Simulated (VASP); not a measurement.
# PbS (P-6m2) in VASP: a series of runs

The runs below take PbS through single point, with HSE06.

Everything below comes from runs of VASP 6.6.1. Logs are shortened: lines on timing, memory, paths and dates and some standing lists are left out, and cuts for length are marked.

## 1. The cell of the first run

It takes space group P-6m2 (No. 187, hexagonal). Conventional cell: a = 4.006 Å, b = 4.006 Å, c = 3.711 Å, α = 90.00°, β = 90.00°, γ = 120.00°. Within 4.1 Å of Pb (site symmetry -6m2) lie 6 S at 2.97 Å and 8 Pb at 3.71 to 4.01 Å. S (site symmetry -6m2) has 6 Pb at 2.97 Å and 8 S at 3.71 to 4.01 Å within 4.1 Å.

## 2. Single point, HSE06

POSCAR reads:

```
PbS
1.0
    4.0062110427      0.0000000000      0.0000000000
   -2.0031055213      3.4694805360      0.0000000000
    0.0000000000      0.0000000000      3.7108357707
Pb S
1 1
Direct
    0.0000000000      0.0000000000      0.0000000000
    0.6666666667      0.3333333333      0.5000000000
```

INCAR.step1 reads:

```
SYSTEM = PbS
ALGO     = Normal         ! electronic algorithm
EDIFF    = 1E-5           ! SCF threshold, eV
ENCUT    = 520            ! plane-wave cutoff, eV
GGA      = PE             ! functional
ISIF     = 2              ! what is computed and relaxed
ISMEAR   = -1             ! smearing method
LASPH    = .True.         ! aspherical terms in the spheres
LCHARG   = .False.        ! write CHGCAR
LREAL    = .False.        ! projectors in reciprocal space
LWAVE    = .True.         ! write WAVECAR
NBANDS   = 17             ! bands
NELM     = 100            ! most SCF steps
PREC     = Accurate       ! precision mode
SIGMA    = 0.05           ! smearing width, eV
```

INCAR.step2 reads:

```
SYSTEM = PbS
ALGO     = Normal         ! electronic algorithm
EDIFF    = 1E-7           ! SCF threshold, eV
ENCUT    = 520            ! plane-wave cutoff, eV
GGA      = PE             ! functional
HFSCREEN = 0.2079         ! screening, 1/A
ISIF     = 2              ! what is computed and relaxed
ISMEAR   = -1             ! smearing method
ISTART   = 1            
LASPH    = .True.         ! aspherical terms in the spheres
LCHARG   = .False.        ! write CHGCAR
LHFCALC  = .True.         ! exact exchange
LREAL    = .False.        ! projectors in reciprocal space
LWAVE    = .False.        ! write WAVECAR
NBANDS   = 17             ! bands
NELM     = 100            ! most SCF steps
PREC     = Accurate       ! precision mode
PRECFOCK = Normal       
SIGMA    = 0.05           ! smearing width, eV
```

KPOINTS reads:

```
k-points
0
Gamma
  4 4 4
  0 0 0
```

Potentials or basis: VASP PAW PBE potentials, release 64 (Pb_d, S).

On the command line:

```bash
> cat potpaw_PBE.64/Pb_d/POTCAR potpaw_PBE.64/S/POTCAR > POTCAR
> cp INCAR.step1 INCAR
> mpirun -np 1 vasp_std > vasp.out
> cp INCAR.step2 INCAR
> mpirun -np 1 vasp_std > vasp.out
```

OUTCAR:

```text
SYSTEM = PbS
   EDIFF = 1E-7
   ENCUT = 520
   GGA = PE
   HFSCREEN = 0.2079
   ISIF = 2
   ISMEAR = -1
   ISTART = 1
   LASPH = .True.
   LHFCALC = .True.
   LREAL = .False.
   NELM = 100
   PREC = Accurate
   PRECFOCK = Normal

 ion  position               nearest neighbor table
   1  0.000  0.000  0.000-   2 2.97   2 2.97   2 2.97   2 2.97   2 2.97   2 2.97
   2  0.667  0.333  0.500-   1 2.97   1 2.97   1 2.97   1 2.97   1 2.97   1 2.97

  LATTYP: Found a hexagonal cell.
 ALAT       =     4.0062110427
 C/A-ratio  =     0.9262706660

  Lattice vectors:

 A1 = (   4.0062110427,   0.0000000000,   0.0000000000)
 A2 = (  -2.0031055213,   3.4694805360,   0.0000000000)
 A3 = (   0.0000000000,   0.0000000000,   3.7108357707)

Analysis of symmetry for initial positions (statically):
=====================================================================
 Subroutine PRICEL returns:
 Original cell was already a primitive cell.

 Routine SETGRP: Setting up the symmetry group for a
 hexagonal supercell.

 Subroutine GETGRP returns: Found 12 space group operations
 (whereof 12 operations were pure point group operations)
 out of a pool of 24 trial point group operations.

The static configuration has the point symmetry D_3h.

Analysis of symmetry for dynamics (positions and initial velocities):
=====================================================================
 Subroutine PRICEL returns:
 Original cell was already a primitive cell.

 Routine SETGRP: Setting up the symmetry group for a
 hexagonal supercell.

 Subroutine GETGRP returns: Found 12 space group operations
 (whereof 12 operations were pure point group operations)
 out of a pool of 24 trial point group operations.

The dynamic configuration has the point symmetry D_3h.

 Subroutine INISYM returns: Found 12 space group operations
 (whereof 12 operations are pure point group operations),
 and found     1 'primitive' translations

----------------------------------------------------------------------------------------

                                     Primitive cell

  volume of cell :      51.5787

[... 74 lines left out ...]
   NELM   =    100;   NELMIN=  2; NELMDL=  0     # of ELM steps
   EDIFF  = 0.1E-06   stopping-criterion for ELM
   LREAL  =      F    real-space projection
   EDIFFG = 0.1E-05   stopping-criterion for IOM
   NSW    =      0    number of steps for IOM
   IBRION =     -1    ionic relax: 0-MD 1-quasi-New 2-CG
   NFREE  =      0    steps in history (QN), initial steepest desc. (CG)
   ISIF   =      2    stress and relaxation
   ISYM   =      3    0-nonsym 1-usesym 2-fastsym
   POTIM  = 0.5000    time-step for ionic-motion
   TEBEG  =    0.0;   TEEND  =   0.0 temperature during run
   PSTRESS=    0.0 pullay stress
   NELECT =      20.0000    total number of electrons
   NUPDOWN=      -1.0000    fix difference up-down
   EMIN   =  10.00;   EMAX   =-10.00  energy-range for DOS
   EFERMI =   0.00;   METHOD = LEGACY
   ISMEAR =    -1;   SIGMA  =   0.05  broadening in eV -4-tet -1-fermi 0-gaus
   EFERMI_NEDOS =   21; number of points for ismear=-14 and -15
   IALGO  =     38    algorithm
   IMIX   =      1    mixing-type and parameters
     AMIX     =   0.40;   BMIX     =  1.00
     AMIX_MAG =   1.60;   BMIX_MAG =  1.00
  volume/ion in A,a.u.               =      25.79       174.03
  Fermi-wavevector in a.u.,A,eV,Ry     =   1.193791  2.255937 19.390153  1.425136
  Thomas-Fermi vector in A             =   2.329796
   LORBIT       =      0    0 simple, 1 ext, 2 COOP (PROOUT), +10 PAW based schemes
   GGA     = PE    functional components
   LHFCALC =     T    Hartree Fock is set to
   PRECFOCK=normal    Normal, Fast or Accurate (Low or Medium for compatibility)
   ENCUT4O =  -1.0   cutoff for four orbital integrals eV
   NKREDX  =     1    reduce k-point grid by
   NKREDY  =     1    reduce k-point grid by
   NKREDZ  =     1    reduce k-point grid by
   AEXX    =    0.2500 exact exchange contribution
   HFSCREEN=    0.2079 screening length (either q_TF or 0.3 A-1)
   HFSCREENC=   0.2079 screening length for correlation (either q_TF or 0.3 A-1)
   ENCUTFOCK=  -1.0 apply spherical cutoff to Coloumb kernel
   IVDW    =     0    specifies the selected vdW correction
   LEPSILON=     F    determine dielectric tensor
   LRPA    =     F    only Hartree local field effects (RPA)
 non-spin polarized calculation
  energy-cutoff  :      520.00
  volume of cell :       51.58
 maximum number of plane-waves:      1410
 NGX is ok and might be reduce to    30
  NGX = 24; NGY = 24; NGZ = 24

 number of electron      20.0000002 magnetization

 Free energy of the ion-electron system (eV)
  ---------------------------------------------------
  ext. energy  EPLUGINS =         0.00000000
  ---------------------------------------------------
  free energy    TOTEN  =       -10.10865005 eV

  energy without entropy =      -10.10704586  energy(sigma->0) =      -10.10784795

 E-fermi :   5.9201     XC(G=0):  -8.0712

 val. band max:        5.8260762693   @ k =   0.0000   0.0000   0.5000
 cond. band min:       6.1096676499   @ k =   0.2500   0.2500   0.5000
 fundamental gap:      0.2835913807
 Fermi energy:         5.9200871082

 k-point     1 :       0.0000    0.0000    0.0000
  band No.  band energies     occupation
      1     -13.0994      2.00000
      2     -13.0723      2.00000
      3     -13.0723      2.00000
      4     -12.9585      2.00000
      5     -12.9585      2.00000
      6      -9.5357      2.00000
[... 217 lines left out ...]
      4     -13.0083      2.00000
      5     -12.9006      2.00000
      6      -7.3904      2.00000
[... 9 lines left out ...]
     16      18.7225      0.00000
     17      19.8183      0.00000

------------------------ aborting loop because EDIFF is reached ----------------------------------------

  FORCE on cell =-STRESS in cart. coord.  units (eV):
  Direction    XX          YY          ZZ          XY          YZ          ZX
  --------------------------------------------------------------------------------------
  -------------------------------------------------------------------------------------
  Total        0.5766491      0.5766491      1.1695354      0.0000000      0.0000000      0.0000000
  in kB       17.9123347     17.9123347     36.3290427      0.0000000      0.0000000      0.0000000
  external PRESSURE =      24.0512374 kB  Pullay stress =       0.0000000 kB

 VOLUME and BASIS-vectors are now :
 -----------------------------------------------------------------------------
  energy-cutoff  :      520.00
  volume of cell :       51.58
      direct lattice vectors                 reciprocal lattice vectors
     4.006211043  0.000000000  0.000000000     0.249612412  0.144113793  0.000000000
    -2.003105521  3.469480536  0.000000000     0.000000000  0.288227586  0.000000000
     0.000000000  0.000000000  3.710835771     0.000000000  0.000000000  0.269481072

 POSITION                                       TOTAL-FORCE (eV/Angst)
 -----------------------------------------------------------------------------------
      0.00000      0.00000      0.00000         0.000000      0.000000      0.000000
      2.00311      1.15649      1.85542        -0.000000     -0.000000      0.000000
 -----------------------------------------------------------------------------------
    total drift:                                0.000000      0.000001     -0.000001

  FREE ENERGIE OF THE ION-ELECTRON SYSTEM (eV)
  ---------------------------------------------------
  free  energy   TOTEN  =       -10.1086500472 eV

  energy  without entropy=      -10.1070458617  energy(sigma->0) =      -10.10784795
```

OUTCAR.step1:

```text
SYSTEM = PbS
   EDIFF = 1E-5
   ENCUT = 520
   GGA = PE
   ISIF = 2
   ISMEAR = -1
   LASPH = .True.
[... 447 lines left out ...]
      0.00000      0.00000      0.00000         0.000000      0.000000      0.000000
      2.00311      1.15649      1.85542        -0.000000      0.000000      0.000000
 -----------------------------------------------------------------------------------
    total drift:                               -0.000000      0.000000      0.000000

  FREE ENERGIE OF THE ION-ELECTRON SYSTEM (eV)
  ---------------------------------------------------
  free  energy   TOTEN  =        -8.4818340607 eV

  energy  without entropy=       -8.4773421590  energy(sigma->0) =       -8.47958811
```

It took 25 min on 1 thread of Intel Xeon 8259CL, shared host; peak memory 0.29 GiB.

Results:

| Item | Value |
| --- | --- |
| Free energy | -10.1087 eV |
| Pressure | 2.4 GPa |
| Band gap on the k mesh | 0.28 eV (least direct gap 1.22 eV) |

Stress tensor (GPa, compression positive):
```
1.79 0.00 0.00
0.00 1.79 0.00
0.00 0.00 3.63
```

Caveat: the k points lie up to 0.45 Å⁻¹ apart; the PAW data sets were made with another functional, which shifts forces and pressure a little; spin-orbit coupling is left out, which moves the levels of the heavy elements. A k mesh can miss the band edges.

## 3. Single point, HSE06

This run uses another cell than the first one, of 26.34 Å³/atom.

POSCAR reads:

```
PbS
1.0
    4.0344247261      0.0000000000      0.0000000000
   -2.0172123630      3.4939143025      0.0000000000
    0.0000000000      0.0000000000      3.7369692780
Pb S
1 1
Direct
    0.0000000000      0.0000000000      0.0000000000
    0.6666666667      0.3333333333      0.5000000000
```

INCAR.step1 reads:

```
SYSTEM = PbS
  PREC = Accurate
  ENCUT = 520
  EDIFF = 1E-5
  ISMEAR = -1
  SIGMA = 0.05
  LREAL = .False.
  LASPH = .True.
  NELM = 100
  ALGO = Normal
  ISIF = 2
  LWAVE = .True.
  LCHARG = .False.
  GGA = PE
  NBANDS = 17
```

INCAR.step2 reads:

```
SYSTEM = PbS
  PREC = Accurate
  ENCUT = 520
  EDIFF = 1E-7
  ISMEAR = -1
  SIGMA = 0.05
  LREAL = .False.
  LASPH = .True.
  NELM = 100
  ALGO = Normal
  ISIF = 2
  LWAVE = .False.
  LCHARG = .False.
  GGA = PE
  LHFCALC = .True.
  HFSCREEN = 0.2079
  PRECFOCK = Normal
  ISTART = 1
  NBANDS = 17
```

KPOINTS reads:

```
regular mesh
0
Gamma
  4 4 4
  0 0 0
```

Potentials or basis: VASP PAW PBE potentials, release 64 (Pb_d, S).

On the command line:

```bash
> cat potpaw_PBE.64/Pb_d/POTCAR potpaw_PBE.64/S/POTCAR > POTCAR
> cp INCAR.step1 INCAR
> mpirun -np 1 vasp_std > vasp.out
> cp INCAR.step2 INCAR
> mpirun -np 1 vasp_std > vasp.out
```

It took 26 min on 1 thread of Intel Xeon 8259CL, shared host; peak memory 0.29 GiB.

The run converged. Its results:

```
Free energy            : -10.1211 eV
Pressure               : 1.1 GPa
Band gap on the k mesh : 0.41 eV (least direct gap 1.27 eV)
```

Stress tensor (GPa, compression positive):
```
0.71 0.00 0.00
0.00 0.71 0.00
0.00 0.00 1.93
```

Levels at points of the mesh, in eV from the valence-band top:
| k point | band 8 | band 9 | band 10 | band 11 | band 12 | band 13 |
| --- | --- | --- | --- | --- | --- | --- |
| (0.00, 0.00, 0.00) | -2.84 | -2.28 | -2.28 | 3.98 | 3.98 | 5.65 |
| (0.50, 0.00, 0.00) | -3.45 | -2.06 | -1.70 | 2.34 | 4.51 | 5.82 |
| (0.00, 0.00, 0.50) | -1.61 | -1.61 | 0.00 | 1.27 | 4.52 | 4.52 |
| (0.50, 0.00, 0.50) | -5.03 | -4.88 | -1.99 | 2.51 | 3.22 | 3.26 |

Caveat: the k points lie up to 0.45 Å⁻¹ apart; the PAW data sets were made with another functional, which shifts forces and pressure a little; spin-orbit coupling is left out, which moves the levels of the heavy elements.

## 4. Single point, HSE06

This run uses another cell than the first one, of 26.89 Å³/atom.

POSCAR reads:

```
PbS
1.0
    4.0622492242      0.0000000000      0.0000000000
   -2.0311246120      3.5180110247      0.0000000000
    0.0000000000      0.0000000000      3.7627422943
Pb S
1 1
Direct
    0.0000000000      0.0000000000      0.0000000000
    0.6666666667      0.3333333333      0.5000000000
```

INCAR.step1 reads:

```
SYSTEM = PbS
  PREC = Accurate
  ENCUT = 520
  EDIFF = 1E-5
  ISMEAR = -1
  SIGMA = 0.05
  LREAL = .FALSE.
  LASPH = .TRUE.
  NELM = 100
  ALGO = Normal
  ISIF = 2
  LWAVE = .TRUE.
  NBANDS = 17
  GGA = PE
```

INCAR.step2 reads:

```
SYSTEM = PbS
  PREC = Accurate
  ENCUT = 520
  EDIFF = 1E-6
  ISMEAR = -1
  SIGMA = 0.05
  LREAL = .FALSE.
  LASPH = .TRUE.
  NELM = 100
  ALGO = Normal
  ISIF = 2
  LWAVE = .FALSE.
  LCHARG = .TRUE.
  GGA = PE
  LHFCALC = .TRUE.
  HFSCREEN = 0.2079
  PRECFOCK = Normal
  LELF = .TRUE.
  LVHAR = .TRUE.
  NBANDS = 17
  ISTART = 1
```

KPOINTS reads:

```
regular mesh
0
G
  4 4 4
  0 0 0
```

On the command line:

```bash
> cat potpaw_PBE.64/Pb_d/POTCAR potpaw_PBE.64/S/POTCAR > POTCAR
> cp INCAR.step1 INCAR
> mpirun -np 1 vasp_std > vasp.out
> cp INCAR.step2 INCAR
> mpirun -np 1 vasp_std > vasp.out
```

Run time: 25 min. Hardware: 1 thread of Intel Xeon 8259CL, shared host; peak memory 0.29 GiB.

Results (log left out):

```
Free energy            : -10.1251 eV
Pressure               : -0.1 GPa
Band gap on the k mesh : 0.53 eV (least direct gap 1.31 eV)
```

Stress tensor (GPa, compression positive):
```
-0.33  0.00  0.00
 0.00 -0.33  0.00
 0.00  0.00  0.38
```

Levels at points of the mesh, in eV from the valence-band top:
```
           k point  band 6  band 7  band 8  band 9  band 10  band 11  band 12  band 13  band 14  band 15
(0.00, 0.00, 0.00)  -14.90   -6.93   -2.70   -2.16    -2.16     4.02     4.02     5.75     7.48     7.69
(0.50, 0.00, 0.00)  -13.69   -9.41   -3.29   -1.99    -1.59     2.36     4.53     5.91     6.14    11.94
(0.00, 0.00, 0.50)  -13.69  -10.00   -1.50   -1.50     0.00     1.31     4.52     4.52     8.91     8.91
(0.50, 0.00, 0.50)  -12.95   -8.07   -4.83   -4.70    -1.88     2.58     3.29     3.29     9.16    11.72
```

Caveat: the k points lie up to 0.45 Å⁻¹ apart; the PAW data sets were made with another functional, which shifts forces and pressure a little; spin-orbit coupling is left out, which moves the levels of the heavy elements.

## 5. Summary

```csv
cell,gap on the mesh (eV),pressure (GPa)
"a = 4.006, b = 4.006, c = 3.711 Å, angles 90.0, 90.0, 120.0°, 2 atoms",0.28,2.4
"a = 4.034, b = 4.034, c = 3.737 Å, angles 90.0, 90.0, 120.0°, 2 atoms",0.41,1.1
"a = 4.062, b = 4.062, c = 3.763 Å, angles 90.0, 90.0, 120.0°, 2 atoms",0.53,-0.1
```

Alike in all rows: task single point; level HSE06; potentials or basis VASP PAW PBE potentials, release 64 (Pb_d, S); no spin polarisation; k mesh 4 × 4 × 4; cutoff (eV) 520; smearing fermi-dirac 0.05 eV.

Caveats: all runs use coarse meshes; the PAW data sets were made with another functional, which shifts forces and pressure a little; spin-orbit coupling is left out, which moves the levels of the heavy elements.

Absolute energies hang on the potentials; compare differences alone.
